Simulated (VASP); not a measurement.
# In7O in VASP: notebook

Runs on In7O. Level: PBE. Tasks: single point, relaxation of cell and atoms.

All numbers are computed with VASP 6.6.1; they aren't measurements. Logs are shortened: lines on timing, memory, paths and dates and some standing lists are left out, and cuts for length are marked.

## (1) The cell of the first run

The typed cell holds 8 atoms: a = 6.582 Å, b = 6.582 Å, c = 6.582 Å, α = 60.00°, β = 60.00°, γ = 60.00°.

The cell was built from a structure type or drawn by symmetry, and may not be a known phase.

## (2) Single point, PBE

Input file INCAR:

```
SYSTEM = In7O
ALGO = Normal
EDIFF = 1E-6
ENCUT = 600
GGA = PE
GGA_COMPAT = .FALSE.
ISIF = 2
ISMEAR = 0
LASPH = .TRUE.
LCHARG = .FALSE.
LREAL = .FALSE.
LWAVE = .FALSE.
NBANDS = 58
NELM = 120
PREC = Accurate
SIGMA = 0.2
```

Input file KPOINTS:

```
k-points
0
G
  3 3 3
  0 0 0
```

Input file POSCAR:

```
In7O
1.0
    0.0000000000      4.6542869584      4.6542869584
    4.6542869584      0.0000000000      4.6542869584
    4.6542869584      4.6542869584      0.0000000000
In O
7 1
Direct
    0.5003020665      0.9996979335      0.9996979335
    0.9996979335      0.5003020665      0.5003020665
    0.9996979335      0.5003020665      0.9996979335
    0.5003020665      0.9996979335      0.5003020665
    0.9996979335      0.9996979335      0.5003020665
    0.5003020665      0.5003020665      0.9996979335
    0.0000000000      0.0000000000      0.0000000000
    0.5000000000      0.5000000000      0.5000000000
```

Potentials or basis: VASP PAW PBE potentials, release 64 (In_d, O).

On the command line:

```
cat potpaw_PBE.64/In_d/POTCAR potpaw_PBE.64/O/POTCAR > POTCAR
mpirun -np 1 vasp_std > vasp.out
```

OUTCAR:

```text
SYSTEM = In7O
   EDIFF = 1E-6
   ENCUT = 600
   GGA = PE
   ISIF = 2
   ISMEAR = 0
   LASPH = .TRUE.
   LREAL = .FALSE.
   NELM = 120
   PREC = Accurate

 ion  position               nearest neighbor table
   1  0.500  1.000  1.000-   3 3.29   4 3.29   5 3.29   6 3.29   7 3.29   7 3.29   6 3.30   3 3.30
                             5 3.30   4 3.30
   2  1.000  0.500  0.500-   3 3.29   4 3.29   5 3.29   6 3.29   7 3.29   7 3.29   3 3.30   6 3.30
                             5 3.30   4 3.30
   3  1.000  0.500  1.000-   1 3.29   2 3.29   5 3.29   6 3.29   7 3.29   7 3.29   6 3.30   1 3.30
                             5 3.30   2 3.30
   4  0.500  1.000  0.500-   1 3.29   2 3.29   5 3.29   6 3.29   7 3.29   7 3.29   6 3.30   2 3.30
                             5 3.30   1 3.30
   5  1.000  1.000  0.500-   1 3.29   2 3.29   3 3.29   4 3.29   7 3.29   7 3.29   2 3.30   3 3.30
                             4 3.30   1 3.30
   6  0.500  0.500  1.000-   1 3.29   2 3.29   3 3.29   4 3.29   7 3.29   7 3.29   4 3.30   2 3.30
                             3 3.30   1 3.30
   7  0.000  0.000  0.000-   6 3.29   6 3.29   5 3.29   5 3.29   3 3.29   4 3.29   2 3.29   4 3.29
                             1 3.29   1 3.29   3 3.29   2 3.29
   8  0.500  0.500  0.500-

  LATTYP: Found a face centered cubic cell.
 ALAT       =     9.3085739168

  Lattice vectors:

 A1 = (   0.0000000000,   4.6542869584,   4.6542869584)
 A2 = (   4.6542869584,   0.0000000000,   4.6542869584)
 A3 = (   4.6542869584,   4.6542869584,   0.0000000000)

Analysis of symmetry for initial positions (statically):
=====================================================================
 Subroutine PRICEL returns:
 Original cell was already a primitive cell.

 Routine SETGRP: Setting up the symmetry group for a
 face centered cubic supercell.

 Subroutine GETGRP returns: Found 24 space group operations
 (whereof 24 operations were pure point group operations)
 out of a pool of 48 trial point group operations.

The static configuration has the point symmetry T_d .

Analysis of symmetry for dynamics (positions and initial velocities):
=====================================================================
 Subroutine PRICEL returns:
 Original cell was already a primitive cell.

 Routine SETGRP: Setting up the symmetry group for a
 face centered cubic supercell.

 Subroutine GETGRP returns: Found 24 space group operations
 (whereof 24 operations were pure point group operations)
 out of a pool of 48 trial point group operations.

The dynamic configuration has the point symmetry T_d .

 Subroutine INISYM returns: Found 24 space group operations
 (whereof 24 operations are pure point group operations),
 and found     1 'primitive' translations

----------------------------------------------------------------------------------------

                                     Primitive cell

  volume of cell :     201.6459

  direct lattice vectors                    reciprocal lattice vectors
     0.000000000  4.654286958  4.654286958    -0.107427841  0.107427841  0.107427841
     4.654286958  0.000000000  4.654286958     0.107427841 -0.107427841  0.107427841
     4.654286958  4.654286958  0.000000000     0.107427841  0.107427841 -0.107427841

  length of vectors
     6.582155740  6.582155740  6.582155740     0.186070479  0.186070479  0.186070479

  position of ions in fractional coordinates (direct lattice)
     0.500302066  0.999697934  0.999697934
     0.999697934  0.500302066  0.500302066
     0.999697934  0.500302066  0.999697934
     0.500302066  0.999697934  0.500302066
     0.999697934  0.999697934  0.500302066
     0.500302066  0.500302066  0.999697934
     0.000000000  0.000000000  0.000000000
     0.500000000  0.500000000  0.500000000

  ion indices of the primitive-cell ions
   primitive index   ion index
                 1           1
                 2           2
                 3           3
                 4           4
                 5           5
                 6           6
                 7           7
                 8           8

----------------------------------------------------------------------------------------

 KPOINTS: k-points

Automatic generation of k-mesh.
 Grid dimensions read from file:
 generate k-points for:    3    3    3

 Generating k-lattice:

  Cartesian coordinates                     Fractional coordinates (reciprocal lattice)
    -0.035809280  0.035809280  0.035809280     0.333333333  0.000000000  0.000000000
     0.035809280 -0.035809280  0.035809280     0.000000000  0.333333333  0.000000000
     0.035809280  0.035809280 -0.035809280     0.000000000  0.000000000  0.333333333

  Length of vectors
     0.062023493  0.062023493  0.062023493

  Shift w.r.t. Gamma in fractional coordinates (k-lattice)
     0.000000000  0.000000000  0.000000000

 Subroutine IBZKPT returns following result:
 ===========================================

 Found      4 irreducible k-points:

[... 34 lines left out ...]
   PSTRESS=    0.0 pullay stress
   NELECT =      97.0000    total number of electrons
   NUPDOWN=      -1.0000    fix difference up-down
   EMIN   =  10.00;   EMAX   =-10.00  energy-range for DOS
   EFERMI =   0.00;   METHOD = LEGACY
   ISMEAR =     0;   SIGMA  =   0.20  broadening in eV -4-tet -1-fermi 0-gaus
   EFERMI_NEDOS =   21; number of points for ismear=-14 and -15
   IALGO  =     38    algorithm
   IMIX   =      4    mixing-type and parameters
     AMIX     =   0.40;   BMIX     =  1.00
     AMIX_MAG =   1.60;   BMIX_MAG =  1.00
  volume/ion in A,a.u.               =      25.21       170.10
  Fermi-wavevector in a.u.,A,eV,Ry     =   1.282731  2.424010 22.387010  1.645399
  Thomas-Fermi vector in A             =   2.415025
   LORBIT       =      0    0 simple, 1 ext, 2 COOP (PROOUT), +10 PAW based schemes
   GGA     = PE    functional components
   LHFCALC =     F    Hartree Fock is set to
   AEXX    =    0.0000 exact exchange contribution
   IVDW    =     0    specifies the selected vdW correction
   LEPSILON=     F    determine dielectric tensor
   LRPA    =     F    only Hartree local field effects (RPA)
 non-spin polarized calculation
 Gauss-broadening in eV      SIGMA  =   0.20
  energy-cutoff  :      600.00
  volume of cell :      201.65
 maximum number of plane-waves:      6748
 NGX is ok and might be reduce to    54
   NGX = 27   NGY = 27   NGZ = 27

 number of electron      96.9999980 magnetization

 Free energy of the ion-electron system (eV)
  ---------------------------------------------------
  ext. energy  EPLUGINS =         0.00000000
  ---------------------------------------------------
  free energy    TOTEN  =       -22.21575308 eV

  energy without entropy =      -22.10549617  energy(sigma->0) =      -22.16062463

 E-fermi :   6.3169     XC(G=0): -10.0094

 val. band max:        6.2416569590   @ k =   0.3333   0.3333   0.0000
 cond. band min:       6.3451186314   @ k =  -0.3333   0.3333   0.0000
 fundamental gap:      0.1034616724
 Fermi energy:         6.3169468315

 k-point     1 :       0.0000    0.0000    0.0000
  band No.  band energies     occupation
      1      -9.3494      2.00000
      2      -8.2977      2.00000
      3      -8.2977      2.00000
      4      -8.2977      2.00000
      5      -8.2242      2.00000
      6      -8.1955      2.00000
[... 50 lines left out ...]
     57      11.9772      0.00000
     58      12.3520      0.00000

 k-point     2 :       0.3333    0.0000    0.0000
  band No.  band energies     occupation
      1      -9.3297      2.00000
      2      -8.2366      2.00000
      3      -8.2348      2.00000
      4      -8.2348      2.00000
      5      -8.1544      2.00000
      6      -8.1399      2.00000
[... 50 lines left out ...]
     57      11.8719      0.00000
     58      12.3053      0.00000

 k-point     3 :       0.3333    0.3333    0.0000
  band No.  band energies     occupation
      1      -9.3231      2.00000
      2      -8.2463      2.00000
      3      -8.1678      2.00000
      4      -8.1678      2.00000
      5      -8.1497      2.00000
      6      -8.1395      2.00000
[... 50 lines left out ...]
     57       9.6270      0.00000
     58      11.1018      0.00000

 k-point     4 :      -0.3333    0.3333    0.0000
  band No.  band energies     occupation
      1      -9.3163      2.00000
      2      -8.1849      2.00000
      3      -8.1726      2.00000
      4      -8.1430      2.00000
      5      -8.1340      2.00000
      6      -8.1165      2.00000
[... 50 lines left out ...]
     57      10.0584      0.00000
     58      10.4015      0.00000

------------------------ aborting loop because EDIFF is reached ----------------------------------------

  FORCE on cell =-STRESS in cart. coord.  units (eV):
  Direction    XX          YY          ZZ          XY          YZ          ZX
  --------------------------------------------------------------------------------------
  -------------------------------------------------------------------------------------
  Total       -0.1002305     -0.1002305     -0.1002305      0.0000000      0.0000000      0.0000000
  in kB       -0.7963814     -0.7963814     -0.7963814      0.0000000      0.0000000      0.0000000
  external PRESSURE =      -0.7963814 kB  Pullay stress =       0.0000000 kB

 VOLUME and BASIS-vectors are now :
 -----------------------------------------------------------------------------
  energy-cutoff  :      600.00
  volume of cell :      201.65
      direct lattice vectors                 reciprocal lattice vectors
     0.000000000  4.654286958  4.654286958    -0.107427841  0.107427841  0.107427841
     4.654286958  0.000000000  4.654286958     0.107427841 -0.107427841  0.107427841
     4.654286958  4.654286958  0.000000000     0.107427841  0.107427841 -0.107427841

 POSITION                                       TOTAL-FORCE (eV/Angst)
 -----------------------------------------------------------------------------------
      9.30576      6.98143      6.98143         0.016549     -0.000000      0.000000
      4.65710      6.98143      6.98143        -0.016549     -0.000000      0.000000
      6.98143      9.30576      6.98143         0.000000      0.016549      0.000000
      6.98143      4.65710      6.98143         0.000000     -0.016549      0.000000
      6.98143      6.98143      9.30576         0.000000     -0.000000      0.016549
      6.98143      6.98143      4.65710         0.000000     -0.000000     -0.016549
      0.00000      0.00000      0.00000         0.000000     -0.000000      0.000000
      4.65429      4.65429      4.65429         0.000000     -0.000000      0.000000
 -----------------------------------------------------------------------------------
    total drift:                               -0.000000     -0.000000     -0.000000

  FREE ENERGIE OF THE ION-ELECTRON SYSTEM (eV)
  ---------------------------------------------------
  free  energy   TOTEN  =       -22.2157530806 eV

  energy  without entropy=      -22.1054961736  energy(sigma->0) =      -22.16062463
```

Run time: 2.6 min. Hardware: 1 thread of AMD EPYC 9R45 (Zen 5), shared host; peak memory 0.35 GiB.

What came out:

```
Free energy            : -22.2158 eV
Pressure               : -0.1 GPa
Largest force          : 0.017 eV/Å
Band gap on the k mesh : zero (an odd number of electrons rules out a gap without spin polarisation)
```

Forces in eV/Å, atoms in the order of the input:
```
In   0.017  0.000  0.000
In  -0.017  0.000  0.000
In   0.000  0.017  0.000
In   0.000 -0.017  0.000
In   0.000  0.000  0.017
In   0.000  0.000 -0.017
In   0.000  0.000  0.000
O    0.000  0.000  0.000
```

Caveat: the k points lie up to 0.39 Å⁻¹ apart, too coarse for converged energies and pressures of a metal; spin-orbit coupling is left out, which moves the levels of the heavy elements; an odd number of electrons without spin polarisation forces a metal; a magnetic or distorted state may lie lower.

## (3) Single point, PBE

This run uses another cell than the first one, of 40.23 Å³/atom.

Input file INCAR:

```
SYSTEM = In7O
PREC = Accurate ; ENCUT = 600
EDIFF = 1E-6 ; ISMEAR = 0
SIGMA = 0.2 ; LREAL = .False.
LASPH = .True. ; NELM = 120
ALGO = Normal ; ISIF = 2
LWAVE = .False. ; LCHARG = .True.
GGA = PE ; LELF = .True.
LVHAR = .True. ; NBANDS = 58
GGA_COMPAT = .False.
```

Input file KPOINTS:

```
regular mesh
0
Gamma
  3 3 3
  0 0 0
```

Input file POSCAR:

```
In7O
1.0
    0.0000000000      5.4392512493      5.4392512493
    5.4392512493      0.0000000000      5.4392512493
    5.4392512493      5.4392512493      0.0000000000
In O
7 1
Direct
    0.7805386795      0.2194613205      0.2194613205
    0.2194613205      0.7805386795      0.7805386795
    0.2194613205      0.7805386795      0.2194613205
    0.7805386795      0.2194613205      0.7805386795
    0.2194613205      0.2194613205      0.7805386795
    0.7805386795      0.7805386795      0.2194613205
    0.5000000000      0.5000000000      0.5000000000
    0.0000000000      0.0000000000      0.0000000000
```

Potentials or basis: VASP PAW PBE potentials, release 64 (In_d, O).

On the command line:

```
cat potpaw_PBE.64/In_d/POTCAR potpaw_PBE.64/O/POTCAR > POTCAR
mpirun -np 1 vasp_std > vasp.out
```

Run time: 4.4 min. Hardware: 1 thread of AMD EPYC 9R45 (Zen 5), shared host; peak memory 0.53 GiB.

It converged, with:

* Free energy: -20.9477 eV
* Pressure: 0.0 GPa
* Band gap on the k mesh: zero (an odd number of electrons rules out a gap without spin polarisation)

Forces on the atoms (eV/Å):
```
In   0.002  0.000  0.000
In  -0.002  0.000  0.000
In   0.000  0.002  0.000
In   0.000 -0.002  0.000
In   0.000  0.000  0.002
In   0.000  0.000 -0.002
In   0.000  0.000  0.000
O    0.000  0.000  0.000
```

Levels at points of the mesh, in eV from the Fermi level:
```csv
k point,band 45,band 46,band 47,band 48,band 49,band 50,band 51,band 52
"(0.00, 0.00, 0.00)",-3.01,-3.01,-0.92,-0.92,-0.92,0.06,0.06,0.06
```

Caveat: spin-orbit coupling is left out, which moves the levels of the heavy elements; an odd number of electrons without spin polarisation forces a metal; a magnetic or distorted state may lie lower.

## (4) Relaxation of cell and atoms, PBE

This run uses another cell than the first one, of 25.55 Å³/atom.

Input file INCAR:

```
PREC     = Accurate       # precision mode
ENCUT    = 600            # plane-wave cutoff, eV
EDIFF    = 1E-7           # SCF threshold, eV
ISMEAR   = 0              # smearing method
SIGMA    = 0.2            # smearing width, eV
LREAL    = F              # projectors in reciprocal space
LASPH    = T              # aspherical terms in the spheres
NELM     = 120            # most SCF steps
ALGO     = Normal         # electronic algorithm
ISIF     = 3              # what is computed and relaxed
LWAVE    = F              # write WAVECAR
LCHARG   = F              # write CHGCAR
GGA      = PE             # functional
IBRION   = 2              # ionic algorithm
NSW      = 36             # ionic steps
EDIFFG   = -0.08          # ionic threshold
GGA_COMPAT= F            
NELMIN   = 4
```

Input file KPOINTS:

```
Automatic mesh
0
Gamma
  3 3 3
```

Input file POSCAR:

```
In7O
1.0
    0.0000000000      4.6753217000      4.6753217000
    4.6753217000      0.0000000000      4.6753217000
    4.6753217000      4.6753217000      0.0000000000
In O
7 1
Direct
    0.7450184100      0.2549815900      0.2549815900
    0.2549815900      0.7450184100      0.7450184100
    0.2549815900      0.7450184100      0.2549815900
    0.7450184100      0.2549815900      0.7450184100
    0.2549815900      0.2549815900      0.7450184100
    0.7450184100      0.7450184100      0.2549815900
    0.5000000000      0.5000000000      0.5000000000
    0.0000000000      0.0000000000      0.0000000000
```

On the command line:

```
cat potpaw_PBE.64/In_d/POTCAR potpaw_PBE.64/O/POTCAR > POTCAR
mpirun -np 1 vasp_std > vasp.out
```

It took 14 min on 1 thread of AMD EPYC 9R45 (Zen 5), shared host; peak memory 0.4 GiB.

The run converged. Its results:

- Free energy: -20.8924 eV
- Relaxed volume: 39.31 Å³/atom
- Relaxed cell: a = 7.633 Å, b = 7.633 Å, c = 7.633 Å, α = 60.00°, β = 60.00°, γ = 60.00°
- Space group after relaxing (to 0.1 Å): Fm-3m (No. 225)
- Energy gained by relaxing: 1279.3 meV/atom
- Ionic steps: 9
- Pressure after relaxing: 0.2 GPa
- Largest force after relaxing: 0.072 eV/Å
- Band gap on the k mesh: zero (an odd number of electrons rules out a gap without spin polarisation)

Forces in eV/Å, atoms in the order of the input:
```
In  -0.072  0.000  0.000
In   0.072  0.000  0.000
In   0.000 -0.072  0.000
In   0.000  0.072  0.000
In   0.000  0.000 -0.072
In   0.000  0.000  0.072
In   0.000  0.000  0.000
O    0.000  0.000  0.000
```

The path:
| step | energy change (eV) | largest force (eV/Å) | pressure (GPa) | volume (Å³) |
| --- | --- | --- | --- | --- |
| 1 | 0.0000 | 7.5599 | 28.91 | 204.39 |
| 2 | -9.9145 | 0.2662 | -1.93 | 373.37 |
| 3 | -10.1222 | 0.4750 | 0.30 | 305.99 |
| 4 | -10.1848 | 0.2957 | -0.82 | 329.92 |
| 5 | -10.1893 | 0.3256 | -0.58 | 323.83 |
| 6 | -10.1873 | 0.3417 | -0.46 | 321.08 |
| 7 | -10.2204 | 0.2039 | -0.03 | 315.63 |
| 8 | -10.2270 | 0.1046 | 0.26 | 312.09 |
| 9 | -10.2343 | 0.0720 | 0.22 | 314.45 |

Final structure:
```
In O
1.0
     0.00000    5.39726    5.39726
     5.39726    0.00000    5.39726
     5.39726    5.39726    0.00000
In O
7 1
Direct
  0.77861 0.22139 0.22139
  0.22139 0.77861 0.77861
  0.22139 0.77861 0.22139
  0.77861 0.22139 0.77861
  0.22139 0.22139 0.77861
  0.77861 0.77861 0.22139
  0.50000 0.50000 0.50000
  0.00000 0.00000 0.00000
```

Levels at points of the mesh, in eV from the Fermi level:
| k point | band 44 | band 45 | band 46 | band 47 | band 48 | band 49 | band 50 | band 51 | band 52 | band 53 |
| --- | --- | --- | --- | --- | --- | --- | --- | --- | --- | --- |
| (0.00, 0.00, 0.00) | -3.39 | -2.99 | -2.99 | -0.96 | -0.96 | -0.96 | 0.07 | 0.07 | 0.07 | 2.71 |

Caveat: the k points lie up to 0.34 Å⁻¹ apart in the final cell, too coarse for converged energies and pressures of a metal; the volume moved by over 15 % at a fixed basis, so the end points are rough; spin-orbit coupling is left out, which moves the levels of the heavy elements; an odd number of electrons without spin polarisation forces a metal; a magnetic or distorted state may lie lower; the relaxation stopped at a loose force limit of 0.08 eV/Å, so its end isn't a converged minimum.

## (5) Summary

| task | cell | gap on the mesh (eV) | pressure (GPa) | largest force (eV/Å) |
| --- | --- | --- | --- | --- |
| single point | a = 6.582 Å, angles 60.0°, 8 atoms, atomic positions A | none | -0.1 | 0.02 |
| single point | a = 7.692 Å, angles 60.0°, 8 atoms, atomic positions B | none | 0.0 | - |
| relaxation of cell and atoms | relaxed from a = 6.612 Å, angles 60.0°, 8 atoms, atomic positions C | none | 0.2 | 0.07 |

Alike in all rows: level PBE; potentials or basis VASP PAW PBE potentials, release 64 (In_d, O); no spin polarisation; k mesh 3 × 3 × 3; cutoff (eV) 600; smearing gaussian 0.2 eV.

Caveats: some runs use coarse meshes; spin-orbit coupling is left out, which moves the levels of the heavy elements; an odd number of electrons without spin polarisation forces a metal; a magnetic or distorted state may lie lower; the volume moved by over 15 % at a fixed basis, so the end points are rough (at least some runs); the relaxation stopped at a loose force limit of 0.08 eV/Å, so its end isn't a converged minimum (at least some runs).

Absolute energies hang on the potentials; compare differences alone.
